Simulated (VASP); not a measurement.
# Ta3N (P-3m1) in VASP: notebook, part 2 of 2

VASP 6.6.1. The steps go on from the part before.

### Step 3. Single point, PBEsol

This run uses another cell than the first one, of 15.58 Å³/atom.

The input, INCAR:

```
SYSTEM = Ta3N
PREC = Accurate
ENCUT = 520
EDIFF = 1E-6
ISMEAR = -1
SIGMA = 0.05
LREAL = .False.
LASPH = .True.
NELM = 80
ALGO = Normal
ISIF = 2
LWAVE = .False.
LCHARG = .False.
GGA = PS
NBANDS = 27
```

The input, KPOINTS:

```
regular mesh
0
Gamma
  8 8 3
  0 0 0
```

The input, POSCAR:

```
Ta3N
1.0
    3.0322239879      0.0000000000      0.0000000000
   -1.5161119940      2.6259830035      0.0000000000
    0.0000000000      0.0000000000      7.8251024800
Ta N
3 1
Direct
    0.6666666667      0.3333333333      0.8292336921
    0.3333333333      0.6666666667      0.1707663079
    0.0000000000      0.0000000000      0.5000000000
    0.0000000000      0.0000000000      0.0000000000
```

Potentials or basis: VASP PAW PBE potentials, release 64 (Ta_pv, N).

On the command line:

```sh
> cat potpaw_PBE.64/Ta_pv/POTCAR potpaw_PBE.64/N/POTCAR > POTCAR
> mpirun -np 1 vasp_std > vasp.out
```

OUTCAR:

```text
SYSTEM = Ta3N
   PREC = Accurate
   ENCUT = 520
   EDIFF = 1E-6
   ISMEAR = -1
   LREAL = .False.
   LASPH = .True.
   NELM = 80
   ISIF = 2
   GGA = PS

 ion  position               nearest neighbor table
   1  0.667  0.333  0.829-   4 2.20   4 2.20   4 2.20   3 3.11   3 3.11   3 3.11   2 3.19   2 3.19
                             2 3.19
   2  0.333  0.667  0.171-   4 2.20   4 2.20   4 2.20   3 3.11   3 3.11   3 3.11   1 3.19   1 3.19
                             1 3.19
   3  0.000  0.000  0.500-   1 3.11   2 3.11   1 3.11   2 3.11   1 3.11   2 3.11
   4  0.000  0.000  0.000-   1 2.20   2 2.20   1 2.20   2 2.20   1 2.20   2 2.20

  LATTYP: Found a hexagonal cell.
 ALAT       =     3.0322239879
 C/A-ratio  =     2.5806479044

  Lattice vectors:

 A1 = (   3.0322239879,   0.0000000000,   0.0000000000)
 A2 = (  -1.5161119940,   2.6259830035,   0.0000000000)
 A3 = (   0.0000000000,   0.0000000000,   7.8251024800)

Analysis of symmetry for initial positions (statically):
=====================================================================
 Subroutine PRICEL returns:
 Original cell was already a primitive cell.

 Routine SETGRP: Setting up the symmetry group for a
 hexagonal supercell.

 Subroutine GETGRP returns: Found 12 space group operations
 (whereof 12 operations were pure point group operations)
 out of a pool of 24 trial point group operations.

The static configuration has the point symmetry D_3d.

Analysis of symmetry for dynamics (positions and initial velocities):
=====================================================================
 Subroutine PRICEL returns:
 Original cell was already a primitive cell.

 Routine SETGRP: Setting up the symmetry group for a
 hexagonal supercell.

 Subroutine GETGRP returns: Found 12 space group operations
 (whereof 12 operations were pure point group operations)
 out of a pool of 24 trial point group operations.

The dynamic configuration has the point symmetry D_3d.

[... 119 lines left out ...]
   IMIX   =      4    mixing-type and parameters
     AMIX     =   0.40;   BMIX     =  1.00
     AMIX_MAG =   1.60;   BMIX_MAG =  1.00
  volume/ion in A,a.u.               =      15.58       105.12
  Fermi-wavevector in a.u.,A,eV,Ry     =   1.388316  2.623537 26.224154  1.927421
  Thomas-Fermi vector in A             =   2.512454
   LORBIT       =      0    0 simple, 1 ext, 2 COOP (PROOUT), +10 PAW based schemes
   GGA     = PS    functional components
   LHFCALC =     F    Hartree Fock is set to
   AEXX    =    0.0000 exact exchange contribution
   IVDW    =     0    specifies the selected vdW correction
   LEPSILON=     F    determine dielectric tensor
   LRPA    =     F    only Hartree local field effects (RPA)
 non-spin polarized calculation
  energy-cutoff  :      520.00
  volume of cell :       62.31
 maximum number of plane-waves:      1709
 NGX is ok and might be reduce to    24
   NGX = 11   NGY = 11   NGZ = 29

 number of electron      37.9999999 magnetization

 Free energy of the ion-electron system (eV)
  ---------------------------------------------------
  ext. energy  EPLUGINS =         0.00000000
  ---------------------------------------------------
  free energy    TOTEN  =       -48.20070909 eV

  energy without entropy =      -48.17076835  energy(sigma->0) =      -48.18573872

 E-fermi :   6.1104     XC(G=0): -12.6021

 val. band max:        6.0775952109   @ k =   0.2500   0.2500   0.3333
 cond. band min:       6.1331560652   @ k =   0.3750   0.0000   0.0000
 fundamental gap:      0.0555608543
 Fermi energy:         6.1104264863

 k-point     1 :       0.0000    0.0000    0.0000
  band No.  band energies     occupation
      1     -29.0606      2.00000
      2     -28.7645      2.00000
      3     -28.4713      2.00000
      4     -28.4713      2.00000
      5     -28.4461      2.00000
      6     -28.4461      2.00000
[... 709 lines left out ...]
     26      10.6660      0.00000
     27      11.2361      0.00000

 [... further k-points ...]

------------------------ aborting loop because EDIFF is reached ----------------------------------------

  FORCE on cell =-STRESS in cart. coord.  units (eV):
  Direction    XX          YY          ZZ          XY          YZ          ZX
  --------------------------------------------------------------------------------------
  -------------------------------------------------------------------------------------
  Total       -5.2190234     -5.2190234     -7.4888598      0.0000000      0.0000000      0.0000000
  in kB     -134.2012624   -134.2012624   -192.5675303      0.0000000      0.0000000      0.0000000
  external PRESSURE =    -153.6566850 kB  Pullay stress =       0.0000000 kB

 VOLUME and BASIS-vectors are now :
 -----------------------------------------------------------------------------
  energy-cutoff  :      520.00
  volume of cell :       62.31
      direct lattice vectors                 reciprocal lattice vectors
     3.032223988  0.000000000  0.000000000     0.329790940  0.190404888  0.000000000
    -1.516111994  2.625983004  0.000000000     0.000000000  0.380809776  0.000000000
     0.000000000  0.000000000  7.825102480     0.000000000  0.000000000  0.127793854

 POSITION                                       TOTAL-FORCE (eV/Angst)
 -----------------------------------------------------------------------------------
      1.51611      0.87533      6.48884        -0.000000      0.000000     -0.045279
     -0.00000      1.75066      1.33626         0.000000     -0.000000      0.045279
      0.00000      0.00000      3.91255        -0.000000      0.000000      0.000000
      0.00000      0.00000      0.00000        -0.000000      0.000000      0.000000
 -----------------------------------------------------------------------------------
    total drift:                                0.000000     -0.000000      0.000000

  FREE ENERGIE OF THE ION-ELECTRON SYSTEM (eV)
  ---------------------------------------------------
  free  energy   TOTEN  =       -48.2007090910 eV

  energy  without entropy=      -48.1707683512  energy(sigma->0) =      -48.18573872
```

OSZICAR:

```text
N       E                     dE             d eps       ncg     rms          rms(c)
DAV:   1     0.329127322085E+03    0.32913E+03   -0.21252E+04  1350   0.146E+03
DAV:   2    -0.360343592407E+02   -0.36516E+03   -0.35758E+03  1498   0.422E+02
DAV:   3    -0.518508579173E+02   -0.15816E+02   -0.15460E+02  1711   0.801E+01
DAV:   4    -0.521171482177E+02   -0.26629E+00   -0.26499E+00  1732   0.101E+01
DAV:   5    -0.521208734921E+02   -0.37253E-02   -0.37188E-02  1757   0.106E+00    0.275E+01
DAV:   6    -0.487228006866E+02    0.33981E+01   -0.15096E+01  1772   0.221E+01    0.127E+01
DAV:   7    -0.482911363275E+02    0.43166E+00   -0.22292E+00  1671   0.854E+00    0.554E+00
DAV:   8    -0.482862476471E+02    0.48887E-02   -0.13390E+00  1854   0.500E+00    0.157E+00
DAV:   9    -0.482037513360E+02    0.82496E-01   -0.70151E-01  1722   0.524E+00    0.589E-01
DAV:  10    -0.482010895701E+02    0.26618E-02   -0.29513E-02  1715   0.912E-01    0.201E-01
DAV:  11    -0.482007189401E+02    0.37063E-03   -0.23317E-03  1916   0.315E-01    0.709E-02
DAV:  12    -0.482007113882E+02    0.75519E-05   -0.18843E-04  1655   0.933E-02    0.249E-02
DAV:  13    -0.482007095157E+02    0.18725E-05   -0.20425E-05  1892   0.242E-02    0.905E-03
DAV:  14    -0.482007090910E+02    0.42472E-06   -0.46518E-06  1346   0.100E-02
   1 F= -.48200709E+02 E0= -.48185739E+02  d E =-.299407E-01
```

stdout:

```text
POSCAR found type information on POSCAR TaN
 POSCAR found :  2 types and       4 ions
 scaLAPACK will be used
 -----------------------------------------------------------------------------
|                                                                             |
|                                                                             |
|     You enforced a specific xc type in the INCAR file but a different       |
|     I HOPE YOU KNOW WHAT YOU ARE DOING!                                     |
|                                                                             |
 -----------------------------------------------------------------------------

 LDA part: xc-table for (Slater+PW92), standard interpolation
 POSCAR, INCAR and KPOINTS ok, starting setup
 FFT: planning ... GRIDC
 FFT: planning ... GRID_SOFT
 FFT: planning ... GRID
 WAVECAR not read
 entering main loop
```

Wall time 51 s (1 thread of Intel Xeon 8259CL, shared host); peak memory 0.2 GiB.

Results:

* Free energy: -48.2007 eV
* Pressure: -15.4 GPa
* Largest force: 0.045 eV/Å
* Band gap on the k mesh: zero (bands 19 and 20 overlap by 0.47 eV)

Forces on the atoms (eV/Å):
```
Ta   0.000  0.000 -0.045
Ta   0.000  0.000  0.045
Ta   0.000  0.000  0.000
N    0.000  0.000  0.000
```

Levels at points of the mesh, in eV from the Fermi level:
```tsv
k point	band 15	band 16	band 17	band 18	band 19	band 20	band 21	band 22	band 23	band 24
(0.00, 0.00, 0.00)	-3.56	-1.64	-0.65	-0.35	-0.35	0.46	0.46	0.82	1.78	1.78
(0.50, 0.00, 0.00)	-3.58	-2.93	-1.09	-0.61	0.03	0.83	0.97	3.57	3.58	4.13
```

Caveat: the cell stands under tension; the PAW data sets were made with another functional, which shifts forces and pressure a little; spin-orbit coupling is left out, which moves the levels of the heavy elements.

### Step 4. Relaxation of the atoms, PBEsol

This run uses another cell than the first one, of 14.38 Å³/atom.

The input, INCAR:

```
ALGO = Normal
EDIFF = 1E-6
EDIFFG = -0.01
ENCUT = 520
GGA = PS
IBRION = 2
ISIF = 2
ISMEAR = -1
LASPH = True
LCHARG = False
LREAL = False
LWAVE = False
NELM = 100
NSW = 60
PREC = Accurate
SIGMA = 0.05
```

The input, KPOINTS:

```
k-points
0
Gamma
  8 8 3
```

The input, POSCAR:

```
Ta3N
1.0
    3.0322239879      0.0000000000      0.0000000000
   -1.5161119940      2.6259830035      0.0000000000
    0.0000000000      0.0000000000      7.2231715200
Ta N
3 1
Direct
    0.6666666667      0.3333333333      0.8260700000
    0.3333333333      0.6666666667      0.1739300000
    0.0000000000      0.0000000000      0.5000000000
    0.0000000000      0.0000000000      0.0000000000
```

Potentials or basis: VASP PAW PBE potentials, release 64 (Ta_pv, N).

On the command line:

```sh
> cat potpaw_PBE.64/Ta_pv/POTCAR potpaw_PBE.64/N/POTCAR > POTCAR
> mpirun -np 1 vasp_std > vasp.out
```

OUTCAR:

```text
EDIFF = 1E-6
   EDIFFG = -0.01
   ENCUT = 520
   GGA = PS
   IBRION = 2
   ISIF = 2
   ISMEAR = -1
   LASPH = True
   LREAL = False
   NELM = 100
   NSW = 60
   PREC = Accurate

 ion  position               nearest neighbor table
   1  0.667  0.333  0.826-   4 2.15   4 2.15   4 2.15   3 2.93   3 2.93   3 2.93   2 3.06   2 3.06
                             2 3.06
   2  0.333  0.667  0.174-   4 2.15   4 2.15   4 2.15   3 2.93   3 2.93   3 2.93   1 3.06   1 3.06
                             1 3.06
   3  0.000  0.000  0.500-   1 2.93   2 2.93   1 2.93   2 2.93   1 2.93   2 2.93
   4  0.000  0.000  0.000-   1 2.15   2 2.15   1 2.15   2 2.15   1 2.15   2 2.15

  LATTYP: Found a hexagonal cell.
 ALAT       =     3.0322239879
 C/A-ratio  =     2.3821365271

  Lattice vectors:

 A1 = (   3.0322239879,   0.0000000000,   0.0000000000)
 A2 = (  -1.5161119940,   2.6259830035,   0.0000000000)
 A3 = (   0.0000000000,   0.0000000000,   7.2231715200)

Analysis of symmetry for initial positions (statically):
=====================================================================
 Subroutine PRICEL returns:
 Original cell was already a primitive cell.

 Routine SETGRP: Setting up the symmetry group for a
 hexagonal supercell.

[... 177 lines left out ...]
  -------------------------------------------------------------------------------------
  Total        0.1960003      0.1960003      2.7894822     -0.0000000     -0.0000000      0.0000000
  in kB        5.4599199      5.4599199     77.7057322     -0.0000000     -0.0000000      0.0000000
  external PRESSURE =      29.5418573 kB  Pullay stress =       0.0000000 kB
[... 63 lines left out ...]
--------------------------------------- Ionic step        3  -------------------------------------------

 number of electron      38.0000001 magnetization

 Free energy of the ion-electron system (eV)
  ---------------------------------------------------
  ext. energy  EPLUGINS =         0.00000000
  ---------------------------------------------------
  free energy    TOTEN  =       -48.41005837 eV

  energy without entropy =      -48.39455143  energy(sigma->0) =      -48.40230490

 E-fermi :   6.8911     XC(G=0): -13.0184

 val. band max:        6.8407710250   @ k =   0.2500   0.2500   0.0000
 cond. band min:       6.9347913875   @ k =   0.2500   0.0000   0.0000
 fundamental gap:      0.0940203625
 Fermi energy:         6.8910615801

 k-point     1 :       0.0000    0.0000    0.0000
  band No.  band energies     occupation
      1     -28.3068      2.00000
      2     -27.9165      2.00000
      3     -27.6117      2.00000
      4     -27.6117      2.00000
      5     -27.5634      2.00000
      6     -27.5634      2.00000
[... 613 lines left out ...]
     22       9.7341      0.00000
     23      10.2280      0.00000

 [... further k-points ...]

------------------------ aborting loop because EDIFF is reached ----------------------------------------

  FORCE on cell =-STRESS in cart. coord.  units (eV):
  Direction    XX          YY          ZZ          XY          YZ          ZX
  --------------------------------------------------------------------------------------
  -------------------------------------------------------------------------------------
  Total        0.5097865      0.5097865      2.8215107     -0.0000000     -0.0000000     -0.0000000
  in kB       14.2009630     14.2009630     78.5979414     -0.0000000     -0.0000000     -0.0000000
  external PRESSURE =      35.6666225 kB  Pullay stress =       0.0000000 kB
[... 19 lines left out ...]
  FREE ENERGIE OF THE ION-ELECTRON SYSTEM (eV)
  ---------------------------------------------------
  free  energy   TOTEN  =       -48.4100583724 eV

  energy  without entropy=      -48.3945514283  energy(sigma->0) =      -48.40230490

 reached required accuracy - stopping structural energy minimisation
```

OSZICAR:

```text
N       E                     dE             d eps       ncg     rms          rms(c)
DAV:   1     0.332741286158E+03    0.33274E+03   -0.21787E+04  1150   0.174E+03
DAV:   2    -0.347972897786E+02   -0.36754E+03   -0.36296E+03  1269   0.475E+02
DAV:   3    -0.517862329266E+02   -0.16989E+02   -0.16694E+02  1511   0.886E+01
DAV:   4    -0.520976843975E+02   -0.31145E+00   -0.31036E+00  1402   0.119E+01
[... 22 lines left out ...]
DAV:   1    -0.484099411262E+02    0.66618E-04   -0.18542E-02  1199   0.110E+00    0.523E-02
DAV:   2    -0.484100602323E+02   -0.11911E-03   -0.14298E-03  1207   0.301E-01    0.287E-02
DAV:   3    -0.484100600447E+02    0.18758E-06   -0.61530E-05  1534   0.483E-02    0.176E-02
DAV:   4    -0.484100587411E+02    0.13036E-05   -0.23309E-05  1504   0.274E-02    0.720E-03
DAV:   5    -0.484100583724E+02    0.36874E-06   -0.27197E-06  1045   0.106E-02
   3 F= -.48410058E+02 E0= -.48402305E+02  d E =-.554650E-02
```

Wall time 90 s (1 thread of Intel Xeon 8259CL, shared host); peak memory 0.19 GiB.

What came out:

```yaml
Free_energy: -48.4101 eV
Energy_gained_by_relaxing: 1.4 meV/atom
Ionic_steps: 3
Pressure_after_relaxing: 3.6 GPa
Band_gap_on_the_k_mesh: zero (bands 19 and 20 overlap by 0.71 eV)
```

The path:
```tsv
step	energy change (eV)	largest force (eV/Å)	pressure (GPa)
1	0.0000	0.3537	2.95
2	-0.0055	0.0342	3.63
3	-0.0055	0.0003	3.57
```

Final structure:
```cif
data_structure
_symmetry_space_group_name_H-M 'P 1'
_symmetry_Int_Tables_number 1
_cell_length_a 3.0322
_cell_length_b 3.0322
_cell_length_c 7.2232
_cell_angle_alpha 90.000
_cell_angle_beta 90.000
_cell_angle_gamma 120.000
_cell_volume 57.51
loop_
_atom_site_label
_atom_site_type_symbol
_atom_site_fract_x
_atom_site_fract_y
_atom_site_fract_z
_atom_site_occupancy
Ta1 Ta 0.66667 0.33333 0.82823 1
Ta2 Ta 0.33333 0.66667 0.17177 1
Ta3 Ta 0.00000 0.00000 0.50000 1
N1 N 0.00000 0.00000 0.00000 1
```

Caveat: the PAW data sets were made with another functional, which shifts forces and pressure a little; spin-orbit coupling is left out, which moves the levels of the heavy elements.

### Step 5. Relaxation of the atoms, PBEsol

This run uses another cell than the first one, of 14.68 Å³/atom.

The input, INCAR:

```
PREC = Accurate
ENCUT = 520
EDIFF = 1E-7
ISMEAR = -1
SIGMA = 0.05
LREAL = F
LASPH = T
NELM = 100
ALGO = Normal
ISIF = 2
LWAVE = F
LCHARG = F
GGA = PS
IBRION = 2
NSW = 60
EDIFFG = -0.01
```

The input, KPOINTS:

```
Automatic mesh
0
Gamma
  8 8 3
```

POSCAR: that of step 4 with these lines changed.

```diff
@@ -4,3 +4,3 @@
    -1.5161119940      2.6259830035      0.0000000000
-    0.0000000000      0.0000000000      7.2231715200
+    0.0000000000      0.0000000000      7.3736542600
 Ta N
```

On the command line:

```sh
> cat potpaw_PBE.64/Ta_pv/POTCAR potpaw_PBE.64/N/POTCAR > POTCAR
> mpirun -np 1 vasp_std > vasp.out
```

Wall time 90 s (1 thread of Intel Xeon 8259CL, shared host); peak memory 0.19 GiB.

The run converged. Its results:

* Free energy: -48.4372 eV
* Energy gained by relaxing: 1.5 meV/atom
* Ionic steps: 2
* Pressure after relaxing: -2.2 GPa
* Band gap on the k mesh: zero (bands 19 and 20 overlap by 0.59 eV)

Stress tensor (GPa, compression positive):
```
-3.00  0.00  0.00
 0.00 -3.00  0.00
 0.00  0.00 -0.54
```

The path:
| step | energy change (eV) | largest force (eV/Å) | pressure (GPa) |
| --- | --- | --- | --- |
| 1 | 0.0000 | 0.3549 | -2.81 |
| 2 | -0.0061 | 0.0002 | -2.18 |

Final structure:
```xyz
4
Lattice="3.0322 0.0000 0.0000 -1.5161 2.6260 0.0000 0.0000 0.0000 7.3737" Properties=species:S:1:pos:R:3 pbc="T T T"
Ta    1.5161    0.8753    6.1083
Ta    0.0000    1.7507    1.2654
Ta    0.0000    0.0000    3.6868
N     0.0000    0.0000    0.0000
```

Levels at points of the mesh, in eV from the Fermi level:
| k point | band 15 | band 16 | band 17 | band 18 | band 19 | band 20 | band 21 | band 22 | band 23 |
| --- | --- | --- | --- | --- | --- | --- | --- | --- | --- |
| (0.00, 0.00, 0.00) | -3.44 | -1.31 | -0.65 | -0.65 | -0.22 | 0.20 | 0.20 | 1.09 | 1.95 |
| (0.50, 0.00, 0.00) | -3.84 | -3.14 | -1.21 | -0.52 | 0.42 | 0.62 | 0.89 | 3.34 | 4.17 |

Caveat: the PAW data sets were made with another functional, which shifts forces and pressure a little; spin-orbit coupling is left out, which moves the levels of the heavy elements.

### Step 6. Summary

```csv
task,cell,gap on the mesh (eV),pressure (GPa),largest force (eV/Å)
single point,"a = 3.032, b = 3.032, c = 7.675 Å, angles 90.0, 90.0, 120.0°, 4 atoms, atomic positions A",none,-11.5,0.05
single point,"a = 3.032, b = 3.032, c = 7.825 Å, angles 90.0, 90.0, 120.0°, 4 atoms, atomic positions A",none,-15.4,0.05
relaxation of the atoms,"atoms relaxed from a = 3.032, b = 3.032, c = 7.223 Å, angles 90.0, 90.0, 120.0°, 4 atoms, atomic positions B",none,3.6,-
relaxation of the atoms,"atoms relaxed from a = 3.032, b = 3.032, c = 7.374 Å, angles 90.0, 90.0, 120.0°, 4 atoms, atomic positions B",none,-2.2,-
```

Alike in all rows: level PBEsol; potentials or basis VASP PAW PBE potentials, release 64 (Ta_pv, N); no spin polarisation; k mesh 8 × 8 × 3; cutoff (eV) 520; smearing fermi-dirac 0.05 eV.

Caveats: the PAW data sets were made with another functional, which shifts forces and pressure a little; spin-orbit coupling is left out, which moves the levels of the heavy elements; the cell stands under tension (at least some runs).

Total energies depend on the potentials used, so only differences within one code and one set of settings carry meaning.
